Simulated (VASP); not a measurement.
# Bi2Se3 in VASP: single point with PBE

Aim: the single point of Bi2Se3 with PBE.

Everything below comes from runs of VASP 6.6.1. Logs are shortened: lines on timing, memory, paths and dates and some standing lists are left out, and cuts for length are marked.

**1. The cell of the first run**

The cell holds a sheet with vacuum, 5 atoms: a = 4.143 Å, b = 4.143 Å, c = 22.966 Å, α = 90.00°, β = 90.00°, γ = 60.00°.

**2. Single point, PBE (last atom moved by 0.08 Å along z)**

INCAR reads:

```
SYSTEM = Bi2Se3
GGA = PE
LDIPOL = .TRUE.
IDIPOL = 3
DIPOL = 0.5 0.5 0.501
ISMEAR = 0
SIGMA = 0.03
LWAVE = .FALSE.
LCHARG = .FALSE.
ISIF = 0
PREC = Accurate
LASPH = .TRUE.
LREAL = .FALSE.
ALGO = Normal
EDIFF = 1E-8
NELM = 120
GGA_COMPAT = .FALSE.
ENCUT = 550
EFERMI = MIDGAP
NBANDS = 50
```

KPOINTS reads:

```
Automatic mesh
0
Gamma
  10 10 1
  0 0 0
```

POSCAR reads:

```
Bi2Se3
1.0
    4.1430000000      0.0000000000      0.0000000000
    2.0715000000      3.5879432479      0.0000000000
    0.0000000000      0.0000000000     22.9661842666
Se Bi
3 2
Direct
    0.0000000000      0.0000000000      0.5000000000
    0.3333333300      0.3333333300      0.6516617700
    0.6666666700      0.6666666700      0.3483382300
    0.3333333300      0.3333333300      0.4158773900
    0.6666666700      0.6666666700      0.5876060000
```

Potentials or basis: VASP PAW PBE potentials, release 64 (Se, Bi_d).

On the command line:

```sh
$ cat potpaw_PBE.64/Se/POTCAR potpaw_PBE.64/Bi_d/POTCAR > POTCAR
$ mpirun -np 1 vasp_std > vasp.out
```

OUTCAR:

```text
SYSTEM = Bi2Se3
   GGA = PE
   ISMEAR = 0
   ISIF = 0
   PREC = Accurate
   LASPH = .TRUE.
   LREAL = .FALSE.
   EDIFF = 1E-8
   NELM = 120
   ENCUT = 550
   EFERMI = MIDGAP

 ion  position               nearest neighbor table
   1  0.000  0.000  0.500-   4 3.07   4 3.07   4 3.07   5 3.13   5 3.13   5 3.13
   2  0.333  0.333  0.652-   5 2.81   5 2.81   5 2.81
   3  0.667  0.667  0.348-   4 2.85   4 2.85   4 2.85
   4  0.333  0.333  0.416-   3 2.85   3 2.85   3 2.85   1 3.07   1 3.07   1 3.07
   5  0.667  0.667  0.588-   2 2.81   2 2.81   2 2.81   1 3.13   1 3.13   1 3.13

  LATTYP: Found a hexagonal cell.
 ALAT       =     4.1430000000
 C/A-ratio  =     5.5433705688

  Lattice vectors:

 A1 = (  -2.0715000000,  -3.5879432479,   0.0000000000)
 A2 = (   4.1430000000,   0.0000000000,   0.0000000000)
 A3 = (   0.0000000000,   0.0000000000,  22.9661842666)

Analysis of symmetry for initial positions (statically):
=====================================================================
 Subroutine PRICEL returns:
 Original cell was already a primitive cell.

 Routine SETGRP: Setting up the symmetry group for a
 hexagonal supercell.

 Subroutine GETGRP returns: Found  6 space group operations
 (whereof  6 operations were pure point group operations)
 out of a pool of 24 trial point group operations.

The static configuration has the point symmetry C_3v.

Analysis of symmetry for dynamics (positions and initial velocities):
=====================================================================
 Subroutine PRICEL returns:
 Original cell was already a primitive cell.

 Routine SETGRP: Setting up the symmetry group for a
 hexagonal supercell.

 Subroutine GETGRP returns: Found  6 space group operations
 (whereof  6 operations were pure point group operations)
 out of a pool of 24 trial point group operations.

The dynamic configuration has the point symmetry C_3v.

 Subroutine INISYM returns: Found  6 space group operations
 (whereof  6 operations are pure point group operations),
 and found     1 'primitive' translations

----------------------------------------------------------------------------------------

                                     Primitive cell

  volume of cell :     341.3889

  direct lattice vectors                    reciprocal lattice vectors
     4.143000000  0.000000000  0.000000000     0.241370987 -0.139355604  0.000000000
     2.071500000  3.587943248  0.000000000     0.000000000  0.278711209  0.000000000
     0.000000000  0.000000000 22.966184267     0.000000000  0.000000000  0.043542279

  length of vectors
     4.143000000  4.143000000 22.966184267     0.278711209  0.278711209  0.043542279

  position of ions in fractional coordinates (direct lattice)
     0.000000000  0.000000000  0.500000000
     0.333333330  0.333333330  0.651661770
     0.666666670  0.666666670  0.348338230
     0.333333330  0.333333330  0.415877390
     0.666666670  0.666666670  0.587606000

  ion indices of the primitive-cell ions
   primitive index   ion index
                 1           1
                 2           2
                 3           3
                 4           4
                 5           5

----------------------------------------------------------------------------------------

 KPOINTS: Automatic mesh

Automatic generation of k-mesh.
 Grid dimensions read from file:
 generate k-points for:   10   10    1

 Generating k-lattice:

  Cartesian coordinates                     Fractional coordinates (reciprocal lattice)
     0.024137099 -0.013935560  0.000000000     0.100000000  0.000000000  0.000000000
     0.000000000  0.027871121  0.000000000     0.000000000  0.100000000  0.000000000
     0.000000000  0.000000000  0.043542279     0.000000000  0.000000000  1.000000000

  Length of vectors
     0.027871121  0.027871121  0.043542279

  Shift w.r.t. Gamma in fractional coordinates (k-lattice)
     0.000000000  0.000000000  0.000000000

 Subroutine IBZKPT returns following result:
 ===========================================

 Found     14 irreducible k-points:

 Following reciprocal coordinates:
            Coordinates               Weight
  0.000000  0.000000  0.000000      1.000000
  0.100000  0.000000  0.000000      6.000000
  0.200000  0.000000  0.000000      6.000000
  0.300000 -0.000000  0.000000      6.000000
  0.400000  0.000000  0.000000      6.000000
  0.500000  0.000000  0.000000      3.000000
  0.200000  0.100000  0.000000      6.000000
  0.300000  0.100000  0.000000     12.000000
  0.400000  0.100000  0.000000     12.000000
  0.500000  0.100000  0.000000     12.000000
  0.400000  0.200000  0.000000      6.000000
  0.500000  0.200000  0.000000     12.000000
 -0.400000  0.200000  0.000000      6.000000
 -0.400000  0.300000  0.000000      6.000000
   k-points           NKPTS =     14   k-points in BZ     NKDIM =     14   number of bands    NBANDS=     50
   number of dos      NEDOS =    301   number of ions     NIONS =      5
   total plane-waves  NPLWV = 184320
   dimension x,y,z NGX =    32 NGY =   32 NGZ =  180
   dimension x,y,z NGXF=    64 NGYF=   64 NGZF=  360
   ions per type =               3   2
   NGX,Y,Z   is equivalent  to a cutoff of  12.84, 12.84, 13.03 a.u.
   NGXF,Y,Z  is equivalent  to a cutoff of  25.68, 25.68, 26.06 a.u.
 SYSTEM =  Bi2Se3
   PREC   = accura    normal or accurate (medium, high low for compatibility)
   ISTART =      0    job   : 0-new  1-cont  2-samecut
   ICHARG =      2    charge: 1-file 2-atom 10-const
   ISPIN  =      1    spin polarized calculation?
   LNONCOLLINEAR =      F non collinear calculations
   LSORBIT =      F    spin-orbit coupling
   LASPH  =      T    aspherical Exc in radial PAW
   ENCUT  =  550.0 eV  40.42 Ry    6.36 a.u.   7.92  7.92 43.92*2*pi/ulx,y,z
   NELM   =    120;   NELMIN=  2; NELMDL= -5     # of ELM steps
   EDIFF  = 0.1E-07   stopping-criterion for ELM
   LREAL  =      F    real-space projection
   EDIFFG = 0.1E-06   stopping-criterion for IOM
   NSW    =      0    number of steps for IOM
   IBRION =     -1    ionic relax: 0-MD 1-quasi-New 2-CG
   NFREE  =      0    steps in history (QN), initial steepest desc. (CG)
   ISIF   =      0    stress and relaxation
   ISYM   =      2    0-nonsym 1-usesym 2-fastsym
   POTIM  = 0.5000    time-step for ionic-motion
   TEBEG  =    0.0;   TEEND  =   0.0 temperature during run

   SCALEE = 1.0000    scale energy and forces
   PSTRESS=    0.0 pullay stress
   NELECT =      48.0000    total number of electrons
   NUPDOWN=      -1.0000    fix difference up-down
   EMIN   =  10.00;   EMAX   =-10.00  energy-range for DOS
   EFERMI =   0.00;   METHOD = MIDGAP
   ISMEAR =     0;   SIGMA  =   0.03  broadening in eV -4-tet -1-fermi 0-gaus
   EFERMI_NEDOS =   21; number of points for ismear=-14 and -15
   IALGO  =     38    algorithm
   IMIX   =      4    mixing-type and parameters
     AMIX     =   0.40;   BMIX     =  1.00
     AMIX_MAG =   1.60;   BMIX_MAG =  1.00
  volume/ion in A,a.u.               =      68.28       460.76
  Fermi-wavevector in a.u.,A,eV,Ry     =   0.851279  1.608685  9.859824  0.724677
  Thomas-Fermi vector in A             =   1.967388
   LORBIT       =      0    0 simple, 1 ext, 2 COOP (PROOUT), +10 PAW based schemes
   GGA     = PE    functional components
   LHFCALC =     F    Hartree Fock is set to
   AEXX    =    0.0000 exact exchange contribution
   IVDW    =     0    specifies the selected vdW correction
   LEPSILON=     F    determine dielectric tensor
   LRPA    =     F    only Hartree local field effects (RPA)

   CSHIFT  =0.1000    complex shift for real part using Kramers Kronig

   OMEGAMAX=  -1.0    maximum frequency
 non-spin polarized calculation
 Gauss-broadening in eV      SIGMA  =   0.03
  energy-cutoff  :      550.00
  volume of cell :      341.39
 maximum number of plane-waves:     10044
   NGX = 15   NGY = 15   NGZ = 87

 added-field ion interaction         -0.001863 eV  (added to PSCEN)

 number of electron      47.9999996 magnetization

 DIPCOR: dipole corrections for dipol
 direction  3 min pos     1,
 dipolmoment           0.000000      0.000000     -0.018852 electrons x Angstroem
 Tr[quadrupol]      -152.977599

 energy correction for charged system         0.000000 eV

 dipol+quadrupol energy correction           -0.000094 eV

 added-field ion interaction          0.011991 eV  (added to PSCEN)

 Free energy of the ion-electron system (eV)
  ---------------------------------------------------
  ext. energy  EPLUGINS =         0.00000000
  ---------------------------------------------------
  free energy    TOTEN  =       -20.16585438 eV

  energy without entropy =      -20.16585438  energy(sigma->0) =      -20.16585438

 E-fermi :  -1.1965     XC(G=0):  -4.4312

 val. band max:       -1.6345768070   @ k =   0.2000   0.1000   0.0000
 cond. band min:      -0.7583585010   @ k =   0.0000   0.0000   0.0000
 fundamental gap:      0.8762183060
 Fermi energy:        -1.1964676540

 k-point     1 :       0.0000    0.0000    0.0000
  band No.  band energies     occupation
      1     -24.2872      2.00000
      2     -24.2872      2.00000
      3     -24.2772      2.00000
      4     -24.2651      2.00000
      5     -24.2651      2.00000
      6     -24.1251      2.00000
[... 28 lines left out ...]
     35       5.7239      0.00000
     36       5.9182      0.00000

 k-point     2 :       0.1000    0.0000    0.0000
  band No.  band energies     occupation
      1     -24.2887      2.00000
      2     -24.2849      2.00000
      3     -24.2756      2.00000
      4     -24.2665      2.00000
      5     -24.2652      2.00000
      6     -24.1263      2.00000
[... 28 lines left out ...]
     35       5.2858      0.00000
     36       5.8819      0.00000

 k-point     3 :       0.2000    0.0000    0.0000
  band No.  band energies     occupation
      1     -24.2933      2.00000
      2     -24.2794      2.00000
      3     -24.2724      2.00000
      4     -24.2683      2.00000
      5     -24.2648      2.00000
      6     -24.1300      2.00000
[... 28 lines left out ...]
     35       5.4362      0.00000
     36       6.1129      0.00000
[... 352 lines left out ...]
 k-point    13 :      -0.4000    0.2000    0.0000
  band No.  band energies     occupation
      1     -24.3004      2.00000
      2     -24.2789      2.00000
      3     -24.2727      2.00000
      4     -24.2596      2.00000
      5     -24.2587      2.00000
      6     -24.1347      2.00000
[... 28 lines left out ...]
     35       6.5805      0.00000
     36       6.8546      0.00000

 k-point    14 :      -0.4000    0.3000    0.0000
  band No.  band energies     occupation
      1     -24.2971      2.00000
      2     -24.2816      2.00000
      3     -24.2680      2.00000
      4     -24.2643      2.00000
      5     -24.2590      2.00000
      6     -24.1308      2.00000
[... 28 lines left out ...]
     35       6.4280      0.00000
     36       6.7435      0.00000
 [bands above 36 left out]

------------------------ aborting loop because EDIFF is reached ----------------------------------------

 vacuum level on the upper side and lower side of the slab       (xc-potential included)        -0.122         0.104

 VOLUME and BASIS-vectors are now :
 -----------------------------------------------------------------------------
  energy-cutoff  :      550.00
  volume of cell :      341.39
      direct lattice vectors                 reciprocal lattice vectors
     4.143000000  0.000000000  0.000000000     0.241370987 -0.139355604  0.000000000
     2.071500000  3.587943248  0.000000000     0.000000000  0.278711209  0.000000000
     0.000000000  0.000000000 22.966184267     0.000000000  0.000000000  0.043542279

 POSITION                                       TOTAL-FORCE (eV/Angst)
 -----------------------------------------------------------------------------------
      0.00000      0.00000     11.48309        -0.000000     -0.000000      0.224875
      2.07150      1.19598     14.96618        -0.000000     -0.000000      0.730330
      4.14300      2.39196      8.00000         0.000000     -0.000000     -0.255152
      2.07150      1.19598      9.55112        -0.000000     -0.000000      0.112726
      4.14300      2.39196     13.49507         0.000000      0.000000     -0.812778
 -----------------------------------------------------------------------------------
    total drift:                               -0.000000     -0.000000      0.000255

  FREE ENERGIE OF THE ION-ELECTRON SYSTEM (eV)
  ---------------------------------------------------
  free  energy   TOTEN  =       -20.1658543850 eV

  energy  without entropy=      -20.1658543850  energy(sigma->0) =      -20.16585438

 vacuum level on the upper side and lower side of the slab         4.139         4.380
```

It took 4.7 min on 1 thread of Intel Xeon Platinum 8559C (Emerald Rapids), shared host; peak memory 0.55 GiB.

What came out:

```
Free energy            : -20.1659 eV
Largest force          : 0.813 eV/Å
Band gap on the k mesh : 0.88 eV (least direct gap 1.33 eV)
```

Forces in eV/Å, atoms in the order of the input:
```
Se   0.000  0.000  0.225
Se   0.000  0.000  0.730
Se   0.000  0.000 -0.255
Bi   0.000  0.000  0.113
Bi   0.000  0.000 -0.813
```

Caveat: the cell differs from its parent crystal (last atom moved by 0.08 Å along z); spin-orbit coupling is left out, which moves the levels of the heavy elements.
